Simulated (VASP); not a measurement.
Set up this calculation in VASP 6.6.1, as the native input.

```
Task                   : single point
Functional             : revPBE
Dispersion             : D4
Potentials or basis    : VASP PAW PBE potentials, release 64 (Ni, O)
Cutoff                 : 600 eV
k mesh                 : 10 × 10 × 10
Occupations            : gaussian, width 0.05 eV
Spin                   : collinear spin, ferromagnetic start
Starting moments       : [1.89, 0.0] μB
Hubbard terms          : Ni d U = 6.2 eV
Dipole correction      : no
Further INCAR settings : ALGO = Normal; EDIFF = 1e-06; NBANDS = 19
```

The structure of NiO lies in POSCAR:

```
NiO
1.0
    0.0000000000      2.0913095126      2.0913095126
    2.0913095126      0.0000000000      2.0913095126
    2.0913095126      2.0913095126      0.0000000000
Ni O
1 1
Direct
    0.0000000000      0.0000000000      0.0000000000
    0.5000000000      0.5000000000      0.5000000000
```

One way to write it, as run:

INCAR

```
  PREC = Accurate
  ENCUT = 600
  EDIFF = 1E-6
  ISMEAR = 0
  SIGMA = 0.05
  LREAL = False
  LASPH = True
  NELM = 200
  ALGO = Normal
  ISIF = 2
  LWAVE = False
  LCHARG = False
  ISPIN = 2
  MAGMOM = 1.89 0
  LORBIT = 11
  LMAXMIX = 4
  LDAU = True
  LDAUTYPE = 2
  LDAUL = 2 -1
  LDAUU = 6.2 0
  LDAUJ = 0 0
  LDAUPRINT = 1
  GGA = RE
  IVDW = 13
  NBANDS = 19
  GGA_COMPAT = False
```

KPOINTS

```
Automatic mesh
0
Gamma
  10 10 10
```

Potentials or basis: VASP PAW PBE potentials, release 64 (Ni, O).

The run is started by

```sh
$ cat potpaw_PBE.64/Ni/POTCAR potpaw_PBE.64/O/POTCAR > POTCAR
$ mpirun -np 1 vasp_std > vasp.out
```

Results of the run:

```yaml
Pressure: -2.2 GPa
Band_gap_on_the_k_mesh: 2.63 eV (least direct gap 3.26 eV)
Net_moment: 2.00 μB per cell
Site_moments: Ni +1.83; O +0.17 μB
Valence_electrons_inside_the_program's_atomic_spheres: Ni 8.97; O 5.04
Dispersion_energy_per_atom: -0.598 eV
```

Caveat: the PAW data sets were made with another functional, which shifts forces and pressure a little; a cell with one magnetic atom can't hold antiferromagnetic order, which such compounds often take.

Wall time 20 s on 1 thread of Intel Xeon 8259CL, with other jobs on the host, peak memory 0.17 GiB.
